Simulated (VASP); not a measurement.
# MgO (rocksalt type) (Fm-3m) in VASP: notebook

MgO (rocksalt type) is run at these levels: LDA; tasks: single point.

Program: VASP 6.6.1. These are calculated values, not measurements. Logs are shortened: lines on timing, memory, paths and dates and some standing lists are left out, and cuts for length are marked.

## Step 1: The cell of the first run

The structure is cubic, space group Fm-3m (No. 225). The conventional cell has a = 3.861 Å, b = 3.861 Å, c = 3.861 Å, α = 90.00°, β = 90.00°, γ = 90.00°. Mg (site symmetry m-3m) has 6 O at 1.93 Å within 2.6 Å. Within 2.6 Å of O (site symmetry m-3m) lie 6 Mg at 1.93 Å.

## Step 2: Single point, LDA (7.20 Å³/atom)

INCAR reads:

```
SYSTEM = MgO
PREC = Accurate ; ENCUT = 600
EDIFF = 1E-6 ; ISMEAR = -1
SIGMA = 0.05 ; LREAL = .False.
LASPH = .True. ; NELM = 120
ALGO = Normal ; ISIF = 2
LWAVE = .False. ; LCHARG = .False.
NBANDS = 11 ; GGA_COMPAT = .False.
```

KPOINTS reads:

```
Automatic mesh
0
Gamma
  15 15 15
  0 0 0
```

POSCAR reads:

```
MgO
1.0
    0.0000000000      1.9305502649      1.9305502649
    1.9305502649      0.0000000000      1.9305502649
    1.9305502649      1.9305502649      0.0000000000
Mg O
1 1
Direct
    0.0000000000      0.0000000000      0.0000000000
    0.5000000000      0.5000000000      0.5000000000
```

Potentials or basis: VASP PAW LDA potentials, release 64 (Mg, O).

Command:

```
$ cat potpaw_LDA.64/Mg/POTCAR potpaw_LDA.64/O/POTCAR > POTCAR
$ mpirun -np 1 vasp_std > vasp.out
```

OUTCAR:

```text
SYSTEM = MgO
   PREC = Accurate
   ENCUT = 600
   EDIFF = 1E-6
   ISMEAR = -1
   LREAL = .False.
   LASPH = .True.
   NELM = 120
   ISIF = 2

 ion  position               nearest neighbor table
   1  0.000  0.000  0.000-   2 1.93   2 1.93   2 1.93   2 1.93   2 1.93   2 1.93
   2  0.500  0.500  0.500-   1 1.93   1 1.93   1 1.93   1 1.93   1 1.93   1 1.93

  LATTYP: Found a face centered cubic cell.
 ALAT       =     3.8611005298

  Lattice vectors:

 A1 = (   0.0000000000,   1.9305502649,   1.9305502649)
 A2 = (   1.9305502649,   0.0000000000,   1.9305502649)
 A3 = (   1.9305502649,   1.9305502649,   0.0000000000)

Analysis of symmetry for initial positions (statically):
=====================================================================
 Subroutine PRICEL returns:
 Original cell was already a primitive cell.

 Routine SETGRP: Setting up the symmetry group for a
 face centered cubic supercell.

 Subroutine GETGRP returns: Found 48 space group operations
 (whereof 48 operations were pure point group operations)
 out of a pool of 48 trial point group operations.

The static configuration has the point symmetry O_h .

Analysis of symmetry for dynamics (positions and initial velocities):
=====================================================================
 Subroutine PRICEL returns:
 Original cell was already a primitive cell.

 Routine SETGRP: Setting up the symmetry group for a
 face centered cubic supercell.

 Subroutine GETGRP returns: Found 48 space group operations
 (whereof 48 operations were pure point group operations)
 out of a pool of 48 trial point group operations.

The dynamic configuration has the point symmetry O_h .

 Subroutine INISYM returns: Found 48 space group operations
 (whereof 48 operations are pure point group operations),
 and found     1 'primitive' translations

----------------------------------------------------------------------------------------

                                     Primitive cell

  volume of cell :      14.3904

  direct lattice vectors                    reciprocal lattice vectors
     0.000000000  1.930550265  1.930550265    -0.258993516  0.258993516  0.258993516
     1.930550265  0.000000000  1.930550265     0.258993516 -0.258993516  0.258993516
     1.930550265  1.930550265  0.000000000     0.258993516  0.258993516 -0.258993516

  length of vectors
     2.730210367  2.730210367  2.730210367     0.448589928  0.448589928  0.448589928

  position of ions in fractional coordinates (direct lattice)
     0.000000000  0.000000000  0.000000000
     0.500000000  0.500000000  0.500000000

  ion indices of the primitive-cell ions
   primitive index   ion index
                 1           1
                 2           2

----------------------------------------------------------------------------------------

 KPOINTS: Automatic mesh

Automatic generation of k-mesh.
 Grid dimensions read from file:
 generate k-points for:   15   15   15

 Generating k-lattice:

  Cartesian coordinates                     Fractional coordinates (reciprocal lattice)
    -0.017266234  0.017266234  0.017266234     0.066666667  0.000000000  0.000000000
     0.017266234 -0.017266234  0.017266234     0.000000000  0.066666667  0.000000000
     0.017266234  0.017266234 -0.017266234     0.000000000  0.000000000  0.066666667

  Length of vectors
     0.029905995  0.029905995  0.029905995

  Shift w.r.t. Gamma in fractional coordinates (k-lattice)
     0.000000000  0.000000000  0.000000000

 Subroutine IBZKPT returns following result:
 ===========================================

 Found    120 irreducible k-points:

 Following reciprocal coordinates:
            Coordinates               Weight
  0.000000  0.000000  0.000000      1.000000
  0.066667  0.000000  0.000000      8.000000
  0.133333  0.000000  0.000000      8.000000
  0.200000  0.000000  0.000000      8.000000
  0.266667  0.000000  0.000000      8.000000
  0.333333  0.000000  0.000000      8.000000
[... 16 lines left out ...]
  0.133333  0.133333  0.000000      6.000000
  0.200000  0.133333  0.000000     24.000000
 [... further k-points ...]
   k-points           NKPTS =    120   k-points in BZ     NKDIM =    120   number of bands    NBANDS=     11
   number of dos      NEDOS =    301   number of ions     NIONS =      2
   total plane-waves  NPLWV =  13824
   dimension x,y,z NGX =    24 NGY =   24 NGZ =   24
   dimension x,y,z NGXF=    48 NGYF=   48 NGZF=   48
   ions per type =               1   1
   NGX,Y,Z   is equivalent  to a cutoff of  14.61, 14.61, 14.61 a.u.
   NGXF,Y,Z  is equivalent  to a cutoff of  29.23, 29.23, 29.23 a.u.
 SYSTEM =  MgO
   PREC   = accura    normal or accurate (medium, high low for compatibility)
   ISTART =      0    job   : 0-new  1-cont  2-samecut
   ICHARG =      2    charge: 1-file 2-atom 10-const
   ISPIN  =      1    spin polarized calculation?
   LNONCOLLINEAR =      F non collinear calculations
   LSORBIT =      F    spin-orbit coupling
   LASPH  =      T    aspherical Exc in radial PAW
   ENCUT  =  600.0 eV  44.10 Ry    6.64 a.u.   5.45  5.45  5.45*2*pi/ulx,y,z
   NELM   =    120;   NELMIN=  2; NELMDL= -5     # of ELM steps
   EDIFF  = 0.1E-05   stopping-criterion for ELM
   LREAL  =      F    real-space projection
   EDIFFG = 0.1E-04   stopping-criterion for IOM
   NSW    =      0    number of steps for IOM
   IBRION =     -1    ionic relax: 0-MD 1-quasi-New 2-CG
   NFREE  =      0    steps in history (QN), initial steepest desc. (CG)
   ISIF   =      2    stress and relaxation
   ISYM   =      2    0-nonsym 1-usesym 2-fastsym
   POTIM  = 0.5000    time-step for ionic-motion
   TEBEG  =    0.0;   TEEND  =   0.0 temperature during run
   PSTRESS=    0.0 pullay stress
   NELECT =       8.0000    total number of electrons
   NUPDOWN=      -1.0000    fix difference up-down
   EMIN   =  10.00;   EMAX   =-10.00  energy-range for DOS
   EFERMI =   0.00;   METHOD = LEGACY
   ISMEAR =    -1;   SIGMA  =   0.05  broadening in eV -4-tet -1-fermi 0-gaus
   EFERMI_NEDOS =   21; number of points for ismear=-14 and -15
   IALGO  =     38    algorithm
   IMIX   =      4    mixing-type and parameters
     AMIX     =   0.40;   BMIX     =  1.00
     AMIX_MAG =   1.60;   BMIX_MAG =  1.00
  volume/ion in A,a.u.               =       7.20        48.56
  Fermi-wavevector in a.u.,A,eV,Ry     =   1.346109  2.543778 24.653903  1.812011
  Thomas-Fermi vector in A             =   2.473968
   LORBIT       =      0    0 simple, 1 ext, 2 COOP (PROOUT), +10 PAW based schemes
   GGA     = CA    functional components
   LHFCALC =     F    Hartree Fock is set to
   AEXX    =    0.0000 exact exchange contribution
   IVDW    =     0    specifies the selected vdW correction
   LEPSILON=     F    determine dielectric tensor
   LRPA    =     F    only Hartree local field effects (RPA)
 non-spin polarized calculation
  energy-cutoff  :      600.00
  volume of cell :       14.39
 maximum number of plane-waves:       531
 NGX is ok and might be reduce to    24
   NGX = 11   NGY = 11   NGZ = 11

 number of electron       7.9999999 magnetization

 Free energy of the ion-electron system (eV)
  ---------------------------------------------------
  ext. energy  EPLUGINS =         0.00000000
  ---------------------------------------------------
  free energy    TOTEN  =       -12.91563450 eV

  energy without entropy =      -12.91563450  energy(sigma->0) =      -12.91563450

 E-fermi :   6.2036     XC(G=0): -12.9094

 val. band max:        5.1706308093   @ k =   0.0000   0.0000   0.0000
 cond. band min:      12.8309552050   @ k =   0.0000   0.0000   0.0000
 fundamental gap:      7.6603243956
 Fermi energy:         6.2035653770

 k-point     1 :       0.0000    0.0000    0.0000
  band No.  band energies     occupation
      1     -13.4187      2.00000
      2       5.1706      2.00000
      3       5.1706      2.00000
      4       5.1706      2.00000
      5      12.8310      0.00000
      6      22.0831      0.00000
      7      22.0831      0.00000
      8      22.0831      0.00000
      9      26.8535      0.00000
     10      28.8551      0.00000
     11      28.8551      0.00000

 k-point     2 :       0.0667    0.0000    0.0000
  band No.  band energies     occupation
      1     -13.3445      2.00000
      2       4.8338      2.00000
      3       5.1210      2.00000
      4       5.1210      2.00000
      5      13.1093      0.00000
      6      21.3714      0.00000
      7      22.2403      0.00000
      8      22.2403      0.00000
      9      27.9323      0.00000
     10      28.6467      0.00000
     11      28.6467      0.00000

 k-point     3 :       0.1333    0.0000    0.0000
  band No.  band energies     occupation
      1     -13.1282      2.00000
      2       3.9664      2.00000
      3       4.9830      2.00000
      4       4.9830      2.00000
      5      13.7731      0.00000
      6      20.2122      0.00000
      7      22.6728      0.00000
      8      22.6728      0.00000
      9      28.2251      0.00000
     10      28.2251      0.00000
     11      30.0339      0.00000

 k-point     4 :       0.2000    0.0000    0.0000
  band No.  band energies     occupation
      1     -12.7899      2.00000
      2       2.8312      2.00000
      3       4.7864      2.00000
      4       4.7864      2.00000
      5      14.4665      0.00000
      6      19.4170      0.00000
      7      23.2510      0.00000
      8      23.2510      0.00000
      9      27.9400      0.00000
     10      27.9400      0.00000
     11      31.4451      0.00000

 k-point     5 :       0.2667    0.0000    0.0000
  band No.  band energies     occupation
      1     -12.3660      2.00000
      2       1.6377      2.00000
      3       4.5704      2.00000
      4       4.5704      2.00000
      5      14.8544      0.00000
      6      19.2702      0.00000
      7      23.7477      0.00000
      8      23.7477      0.00000
      9      28.0896      0.00000
     10      28.0896      0.00000
     11      31.3581      0.00000
[... 211 lines left out ...]
 k-point    21 :      -0.1333    0.0667    0.0000
  band No.  band energies     occupation
      1     -12.9672      2.00000
      2       3.4871      2.00000
      3       4.7347      2.00000
      4       4.9344      2.00000
      5      14.2158      0.00000
      6      19.5831      0.00000
      7      22.9255      0.00000
      8      23.0994      0.00000
      9      27.4275      0.00000
     10      28.5564      0.00000
     11      31.2066      0.00000

 k-point    22 :      -0.0667    0.0667    0.0000
  band No.  band energies     occupation
      1     -13.2233      2.00000
      2       4.3747      2.00000
      3       4.9648      2.00000
      4       5.0716      2.00000
      5      13.5187      0.00000
      6      20.5476      0.00000
      7      22.4386      0.00000
      8      22.6028      0.00000
      9      28.0197      0.00000
     10      28.7249      0.00000
     11      29.2746      0.00000

 k-point    23 :       0.1333    0.1333    0.0000
  band No.  band energies     occupation
      1     -13.0373      2.00000
      2       3.8669      2.00000
      3       4.8076      2.00000
      4       4.8076      2.00000
      5      14.1251      0.00000
      6      19.2893      0.00000
      7      23.1431      0.00000
      8      23.1431      0.00000
      9      26.6046      0.00000
     10      29.5073      0.00000
     11      31.0775      0.00000

 k-point    24 :       0.2000    0.1333    0.0000
  band No.  band energies     occupation
      1     -12.7937      2.00000
      2       3.1468      2.00000
      3       4.6202      2.00000
      4       4.6235      2.00000
      5      14.7653      0.00000
      6      18.4868      0.00000
      7      23.6147      0.00000
      8      23.6944      0.00000
      9      25.8700      0.00000
     10      29.6909      0.00000
     11      32.7927      0.00000

 [... further k-points ...]
[... 5 lines left out ...]
  --------------------------------------------------------------------------------------
  -------------------------------------------------------------------------------------
  Total        5.3111292      5.3111292      5.3111292      0.0000000      0.0000000     -0.0000000
  in kB      591.3221000    591.3221000    591.3221000      0.0000000      0.0000000     -0.0000000
  external PRESSURE =     591.3221000 kB  Pullay stress =       0.0000000 kB

 VOLUME and BASIS-vectors are now :
 -----------------------------------------------------------------------------
  energy-cutoff  :      600.00
  volume of cell :       14.39
      direct lattice vectors                 reciprocal lattice vectors
     0.000000000  1.930550265  1.930550265    -0.258993516  0.258993516  0.258993516
     1.930550265  0.000000000  1.930550265     0.258993516 -0.258993516  0.258993516
     1.930550265  1.930550265  0.000000000     0.258993516  0.258993516 -0.258993516

 POSITION                                       TOTAL-FORCE (eV/Angst)
 -----------------------------------------------------------------------------------
      0.00000      0.00000      0.00000        -0.000000     -0.000000     -0.000000
      1.93055      1.93055      1.93055         0.000000      0.000000      0.000000
 -----------------------------------------------------------------------------------
    total drift:                               -0.000000     -0.000000      0.000000

  FREE ENERGIE OF THE ION-ELECTRON SYSTEM (eV)
  ---------------------------------------------------
  free  energy   TOTEN  =       -12.9156344976 eV

  energy  without entropy=      -12.9156344976  energy(sigma->0) =      -12.91563450
```

Run time: 14 s. Hardware: 1 thread of Intel Xeon Platinum 8259CL at 2.50GHz (Skylake/Cascade Lake), shared host; peak memory 0.15 GiB.

Results:

| Property | Result |
| --- | --- |
| Free energy | -12.9156 eV |
| Pressure | 59.1 GPa |
| Band gap on the k mesh | 7.66 eV |

Levels at points of the mesh, in eV from the valence-band top:
```tsv
k point	band 1	band 2	band 3	band 4	band 5	band 6	band 7	band 8
(0.00, 0.00, 0.00)	-18.59	0.00	0.00	0.00	7.66	16.91	16.91	16.91
```

Caveat: the cell stands under pressure; an odd mesh through Γ misses points on the zone boundary, where band edges can lie.

[end of part 1 of 2]
